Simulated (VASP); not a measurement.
# HfS2 (P-3m1) in VASP: further runs, part 3 of 3

VASP 6.6.1. The steps go on from the part before.

### Step 6. Single point, r2SCAN+rVV10

This run uses another cell than the first one, of 22.36 Å³/atom.

POSCAR

```
HfS2
1.0
    3.6302934612      0.0000000000      0.0000000000
   -1.8151467306      3.1439263606      0.0000000000
    0.0000000000      0.0000000000      5.8783536162
Hf S
1 2
Direct
    0.0000000000      0.0000000000      0.0000000000
    0.3333333333      0.6666666667      0.2446282338
    0.6666666667      0.3333333333      0.7553717662
```

INCAR.step1

```
PREC = Accurate
ENCUT = 550
ISMEAR = -1
SIGMA = 0.02
LREAL = F
LASPH = T
NELM = 120
NBANDS = 18
GGA = PE
ALGO = Normal
EDIFF = 1E-5
LWAVE = T
LCHARG = F
GGA_COMPAT = F
```

INCAR.step2

```
PREC = Accurate
ENCUT = 550
EDIFF = 1E-6
ISMEAR = -1
SIGMA = 0.02
LREAL = F
LASPH = T
NELM = 120
ALGO = Normal
ISIF = 2
LWAVE = F
LCHARG = F
METAGGA = R2SCAN
LMIXTAU = T
LUSE_VDW = T
IVDW_NL = 2
BPARAM = 11.95
CPARAM = 0.0093
NBANDS = 18
ISTART = 1
GGA_COMPAT = F
```

KPOINTS

```
Automatic mesh
0
Gamma
  12 12 4
```

Potentials or basis: VASP PAW PBE potentials, release 64 (Hf_pv, S).

The run is started by

```sh
cat potpaw_PBE.64/Hf_pv/POTCAR potpaw_PBE.64/S/POTCAR > POTCAR
cp INCAR.step1 INCAR
mpirun -np 1 vasp_std > vasp.out
cp INCAR.step2 INCAR
mpirun -np 1 vasp_std > vasp.out
```

OUTCAR:

```text
PREC = Accurate
   ENCUT = 550
   EDIFF = 1E-6
   ISMEAR = -1
   LREAL = F
   LASPH = T
   NELM = 120
   ISIF = 2
   METAGGA = R2SCAN
   IVDW_NL = 2
   BPARAM = 11.95
   ISTART = 1

 ion  position               nearest neighbor table
   1  0.000  0.000  0.000-   2 2.54   3 2.54   3 2.54   2 2.54   3 2.54   2 2.54
   2  0.333  0.667  0.245-   1 2.54   1 2.54   1 2.54
   3  0.667  0.333  0.755-   1 2.54   1 2.54   1 2.54

  LATTYP: Found a hexagonal cell.
 ALAT       =     3.6302934612
 C/A-ratio  =     1.6192502559

  Lattice vectors:

 A1 = (   3.6302934612,   0.0000000000,   0.0000000000)
 A2 = (  -1.8151467306,   3.1439263606,   0.0000000000)
 A3 = (   0.0000000000,   0.0000000000,   5.8783536162)

Analysis of symmetry for initial positions (statically):
=====================================================================
 Subroutine PRICEL returns:
 Original cell was already a primitive cell.

 Routine SETGRP: Setting up the symmetry group for a
 hexagonal supercell.

 Subroutine GETGRP returns: Found 12 space group operations
 (whereof 12 operations were pure point group operations)
 out of a pool of 24 trial point group operations.

The static configuration has the point symmetry D_3d.

Analysis of symmetry for dynamics (positions and initial velocities):
=====================================================================
 Subroutine PRICEL returns:
 Original cell was already a primitive cell.

 Routine SETGRP: Setting up the symmetry group for a
 hexagonal supercell.

 Subroutine GETGRP returns: Found 12 space group operations
 (whereof 12 operations were pure point group operations)
 out of a pool of 24 trial point group operations.

The dynamic configuration has the point symmetry D_3d.

 Subroutine INISYM returns: Found 12 space group operations
 (whereof 12 operations are pure point group operations),
 and found     1 'primitive' translations

----------------------------------------------------------------------------------------

                                     Primitive cell

  volume of cell :      67.0919

  direct lattice vectors                    reciprocal lattice vectors
     3.630293461  0.000000000  0.000000000     0.275459825  0.159036804  0.000000000
    -1.815146731  3.143926361  0.000000000     0.000000000  0.318073608  0.000000000
     0.000000000  0.000000000  5.878353616     0.000000000  0.000000000  0.170115659

  length of vectors
     3.630293461  3.630293461  5.878353616     0.318073608  0.318073608  0.170115659

  position of ions in fractional coordinates (direct lattice)
     0.000000000  0.000000000  0.000000000
     0.333333333  0.666666667  0.244628234
     0.666666667  0.333333333  0.755371766

  ion indices of the primitive-cell ions
   primitive index   ion index
                 1           1
                 2           2
                 3           3

----------------------------------------------------------------------------------------

 KPOINTS: Automatic mesh

Automatic generation of k-mesh.
 Grid dimensions read from file:
 generate k-points for:   12   12    4

 Generating k-lattice:

  Cartesian coordinates                     Fractional coordinates (reciprocal lattice)
     0.022954985  0.013253067  0.000000000     0.083333333  0.000000000  0.000000000
     0.000000000  0.026506134  0.000000000     0.000000000  0.083333333  0.000000000
     0.000000000  0.000000000  0.042528915     0.000000000  0.000000000  0.250000000

  Length of vectors
     0.026506134  0.026506134  0.042528915

  Shift w.r.t. Gamma in fractional coordinates (k-lattice)
     0.000000000  0.000000000  0.000000000

 Subroutine IBZKPT returns following result:
 ===========================================

 Found     69 irreducible k-points:

 Following reciprocal coordinates:
            Coordinates               Weight
  0.000000  0.000000  0.000000      1.000000
  0.083333 -0.000000  0.000000      6.000000
  0.166667 -0.000000  0.000000      6.000000
  0.250000 -0.000000  0.000000      6.000000
  0.333333 -0.000000  0.000000      6.000000
  0.416667 -0.000000  0.000000      6.000000
[... 16 lines left out ...]
  0.166667 -0.000000  0.250000      6.000000
  0.000000  0.166667  0.250000      6.000000
 [... further k-points ...]
   k-points           NKPTS =     69   k-points in BZ     NKDIM =     69   number of bands    NBANDS=     18
   number of dos      NEDOS =    301   number of ions     NIONS =      3
   total plane-waves  NPLWV =  37632
   dimension x,y,z NGX =    28 NGY =   28 NGZ =   48
   dimension x,y,z NGXF=    56 NGYF=   56 NGZF=   96
   ions per type =               1   2
   NGX,Y,Z   is equivalent  to a cutoff of  12.82, 12.82, 13.57 a.u.
   NGXF,Y,Z  is equivalent  to a cutoff of  25.64, 25.64, 27.15 a.u.
 SYSTEM =  unknown system
   PREC   = accura    normal or accurate (medium, high low for compatibility)
   ISTART =      1    job   : 0-new  1-cont  2-samecut
   ICHARG =      0    charge: 1-file 2-atom 10-const
   ISPIN  =      1    spin polarized calculation?
   LNONCOLLINEAR =      F non collinear calculations
   LSORBIT =      F    spin-orbit coupling
   LASPH  =      T    aspherical Exc in radial PAW
   ENCUT  =  550.0 eV  40.42 Ry    6.36 a.u.   6.94  6.94 11.24*2*pi/ulx,y,z
   NELM   =    120;   NELMIN=  2; NELMDL=  0     # of ELM steps
   EDIFF  = 0.1E-05   stopping-criterion for ELM
   LREAL  =      F    real-space projection
   EDIFFG = 0.1E-04   stopping-criterion for IOM
   NSW    =      0    number of steps for IOM
   IBRION =     -1    ionic relax: 0-MD 1-quasi-New 2-CG
   NFREE  =      0    steps in history (QN), initial steepest desc. (CG)
   ISIF   =      2    stress and relaxation
   ISYM   =      2    0-nonsym 1-usesym 2-fastsym
   POTIM  = 0.5000    time-step for ionic-motion
   TEBEG  =    0.0;   TEEND  =   0.0 temperature during run
   PSTRESS=    0.0 pullay stress
   NELECT =      22.0000    total number of electrons
   NUPDOWN=      -1.0000    fix difference up-down
   EMIN   =  10.00;   EMAX   =-10.00  energy-range for DOS
   EFERMI =   0.00;   METHOD = LEGACY
   ISMEAR =    -1;   SIGMA  =   0.02  broadening in eV -4-tet -1-fermi 0-gaus
   EFERMI_NEDOS =   21; number of points for ismear=-14 and -15
   IALGO  =     38    algorithm
   IMIX   =      4    mixing-type and parameters
     AMIX     =   0.40;   BMIX     =  1.00
     AMIX_MAG =   1.60;   BMIX_MAG =  1.00
  volume/ion in A,a.u.               =      22.36       150.92
  Fermi-wavevector in a.u.,A,eV,Ry     =   1.128909  2.133330 17.339763  1.274437
  Thomas-Fermi vector in A             =   2.265601
   LORBIT       =      0    0 simple, 1 ext, 2 COOP (PROOUT), +10 PAW based schemes
   METAGGA = R2SCAN    functional components
   LHFCALC =     F    Hartree Fock is set to
   AEXX    =    0.0000 exact exchange contribution
   IVDW_NL    =     2    kernel type
   BPARAM     =11.9500
   IVDW    =     0    specifies the selected vdW correction
   LEPSILON=     F    determine dielectric tensor
   LRPA    =     F    only Hartree local field effects (RPA)
 non-spin polarized calculation
  energy-cutoff  :      550.00
  volume of cell :       67.09
 maximum number of plane-waves:      1988
   NGX = 13   NGY = 13   NGZ = 23

 number of electron      22.0000000 magnetization

 Free energy of the ion-electron system (eV)
  ---------------------------------------------------
  ext. energy  EPLUGINS =         0.00000000
  ---------------------------------------------------
  free energy    TOTEN  =       -66.16231732 eV

  energy without entropy =      -66.16231732  energy(sigma->0) =      -66.16231732

 E-fermi :   3.5112     XC(G=0): -10.2320

 val. band max:        3.0617963952   @ k =   0.0833  -0.0000   0.0000
 cond. band min:       4.4149147455   @ k =   0.5000  -0.0000   0.5000
 fundamental gap:      1.3531183504
 Fermi energy:         3.5111841439

 k-point     1 :       0.0000    0.0000    0.0000
  band No.  band energies     occupation
      1     -28.8300      2.00000
      2     -28.7173      2.00000
      3     -28.7173      2.00000
      4     -10.6558      2.00000
      5      -8.8693      2.00000
      6      -1.8492      2.00000
[... 10 lines left out ...]
     17       9.2847      0.00000
     18       9.3276      0.00000
[... 466 lines left out ...]
      2     -28.7673      2.00000
      3     -28.7284      2.00000
      4     -10.2395      2.00000
      5      -9.0707      2.00000
      6      -1.1909      2.00000
[... 10 lines left out ...]
     17      10.6683      0.00000
     18      11.2575      0.00000

 [... further k-points ...]

------------------------ aborting loop because EDIFF is reached ----------------------------------------

  FORCE on cell =-STRESS in cart. coord.  units (eV):
  Direction    XX          YY          ZZ          XY          YZ          ZX
  --------------------------------------------------------------------------------------
  -------------------------------------------------------------------------------------
  Total       -0.2446399     -0.2446399     -0.2018676     -0.0000000      0.0000000      0.0000000
  in kB       -5.8420885     -5.8420885     -4.8206706     -0.0000000      0.0000000      0.0000000
  external PRESSURE =      -5.5016158 kB  Pullay stress =       0.0000000 kB

 VOLUME and BASIS-vectors are now :
 -----------------------------------------------------------------------------
  energy-cutoff  :      550.00
  volume of cell :       67.09
      direct lattice vectors                 reciprocal lattice vectors
     3.630293461  0.000000000  0.000000000     0.275459825  0.159036804  0.000000000
    -1.815146731  3.143926361  0.000000000     0.000000000  0.318073608  0.000000000
     0.000000000  0.000000000  5.878353616     0.000000000  0.000000000  0.170115659

 POSITION                                       TOTAL-FORCE (eV/Angst)
 -----------------------------------------------------------------------------------
      0.00000      0.00000      0.00000         0.000000      0.000000      0.000000
     -0.00000      2.09595      1.43801        -0.000000      0.000000     -0.070682
      1.81515      1.04798      4.44034         0.000000     -0.000000      0.070682
 -----------------------------------------------------------------------------------
    total drift:                                0.000000     -0.000000      0.000000

  FREE ENERGIE OF THE ION-ELECTRON SYSTEM (eV)
  ---------------------------------------------------
  free  energy   TOTEN  =       -66.1623173247 eV

  energy  without entropy=      -66.1623173247  energy(sigma->0) =      -66.16231732
```

Run time: 3.1 min. Hardware: 1 thread of Intel Xeon 6975P-C (Granite Rapids), shared host; peak memory 0.39 GiB.

What came out:

```yaml
Free_energy: -66.1623 eV
Pressure: -0.6 GPa
Largest_force: 0.071 eV/Å
Band_gap_on_the_k_mesh: 1.35 eV (least direct gap 2.25 eV)
```

Forces in eV/Å, atoms in the order of the input:
```
Hf   0.000  0.000  0.000
S    0.000  0.000 -0.071
S    0.000  0.000  0.071
```

Stress tensor (GPa, compression positive):
```
-0.58  0.00  0.00
 0.00 -0.58  0.00
 0.00  0.00 -0.48
```

Levels at points of the mesh, in eV from the valence-band top:
```csv
k point,band 9,band 10,band 11,band 12,band 13,band 14
"(0.00, 0.00, 0.00)",-0.15,-0.15,-0.02,2.26,2.26,2.95
"(0.50, 0.00, 0.00)",-2.59,-2.08,-1.46,1.49,4.38,4.44
"(0.00, 0.00, 0.50)",-1.92,-0.29,-0.29,2.21,2.21,3.26
"(0.50, 0.00, 0.50)",-2.45,-1.20,-0.97,1.35,4.35,4.49
```

Caveat: the PAW data sets were made with another functional, which shifts forces and pressure a little; spin-orbit coupling is left out, which moves the levels of the heavy elements. A k mesh can miss the band edges.

### Step 7. The runs side by side

```csv
task,level,potentials or basis,cell,k mesh,cutoff (eV),smearing,gap on the mesh (eV),pressure (GPa),largest force (eV/Å)
single point,PBE+D3(BJ),"VASP PAW PBE potentials, release 64 (Hf_pv, S)","a = 3.610, b = 3.610, c = 5.767 Å, angles 90.0, 90.0, 120.0°, 3 atoms, atomic positions A",6 × 6 × 4,500,fermi-dirac 0.02 eV,0.88,-0.6,0.06
single point,PBE+D4,"VASP PAW PBE potentials, release 64 (Hf_pv, S)","a = 3.616, b = 3.616, c = 5.860 Å, angles 90.0, 90.0, 120.0°, 3 atoms, atomic positions B",12 × 12 × 4,500,fermi-dirac 0.02 eV,0.98,-0.6,0.07
single point,LDA,"VASP PAW LDA potentials, release 64 (Hf_pv, S)","a = 3.630, b = 3.630, c = 5.878 Å, angles 90.0, 90.0, 120.0°, 3 atoms, atomic positions C",12 × 12 × 4,500,gaussian 0.01 eV,0.89,-4.3,0.31
relaxation of cell and atoms,PBE+D3(BJ),"VASP PAW PBE potentials, release 64 (Hf_pv, S)","relaxed from a = 4.079, b = 4.079, c = 6.233 Å, angles 90.0, 90.0, 120.0°, 3 atoms, atomic positions D",6 × 6 × 4,500,fermi-dirac 0.02 eV,0.87,0.0,-
single point,r2SCAN+rVV10,"VASP PAW PBE potentials, release 64 (Hf_pv, S)","a = 3.630, b = 3.630, c = 5.878 Å, angles 90.0, 90.0, 120.0°, 3 atoms, atomic positions C",12 × 12 × 4,550,fermi-dirac 0.02 eV,1.35,-0.6,0.07
```

Alike in all rows: no spin polarisation.

Caveats: spin-orbit coupling is left out, which moves the levels of the heavy elements; the cell stands under tension (at least some runs); the volume moved by over 15 % at a fixed basis, so the end points are rough (at least some runs); the PAW data sets were made with another functional, which shifts forces and pressure a little (at least some runs).

Absolute energies hang on the potentials; compare differences alone.
